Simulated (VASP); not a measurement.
Write the native input for VASP 6.6.1 that does the following.

* Task: single point
* Functional: PBEsol
* Potentials or basis: VASP PAW PBE potentials, release 64 (C)
* Cutoff: 520 eV
* k mesh: 12 × 12 × 12
* Occupations: gaussian, width 0.05 eV
* Spin: no spin polarisation
* Dipole correction: no
* Further INCAR settings: ALGO = Normal; EDIFF = 1e-06; NBANDS = 31

The structure of C lies in POSCAR:

```
C
1.0
    1.2533969503      0.7236490667      9.4909333333
   -1.2533969503      0.7236490667      9.4909333333
    0.0000000000     -1.4472981334      9.4909333333
C
10
Direct
    0.0248220069      0.0248220069      0.0248220069
    0.9751779931      0.9751779931      0.9751779931
    0.1086877374      0.1086877374      0.1086877374
    0.8913122626      0.8913122626      0.8913122626
    0.1583652898      0.1583652898      0.1583652898
    0.8416347102      0.8416347102      0.8416347102
    0.3748635523      0.3748635523      0.3748635523
    0.6251364477      0.6251364477      0.6251364477
    0.4253181912      0.4253181912      0.4253181912
    0.5746818088      0.5746818088      0.5746818088
```

One way to write it, as run:

INCAR

```
SYSTEM = C
PREC = Accurate ; ENCUT = 520
EDIFF = 1E-6 ; ISMEAR = 0
SIGMA = 0.05 ; LREAL = .FALSE.
LASPH = .TRUE. ; NELM = 100
ALGO = Normal ; ISIF = 2
LWAVE = .FALSE. ; LCHARG = .TRUE.
GGA = PS ; LELF = .TRUE.
LVHAR = .TRUE. ; NBANDS = 31
```

KPOINTS

```
regular mesh
0
G
  12 12 12
  0 0 0
```

Potentials or basis: VASP PAW PBE potentials, release 64 (C).

Run with:

```bash
$ cat potpaw_PBE.64/C/POTCAR > POTCAR
$ mpirun -np 1 vasp_std > vasp.out
```

It gave:

```json
{"Pressure": "50.6 GPa", "Largest force": "1.401 eV/Å", "Band gap on the k mesh": "3.40 eV (least direct gap 4.45 eV)"}
```

Caveat: the cell stands under pressure; the PAW data sets were made with another functional, which shifts forces and pressure a little.

It took 33 min on 1 thread of Intel(R) Xeon(R) 6975P-C (Granite Rapids), on a shared host, peak memory 0.78 GiB.
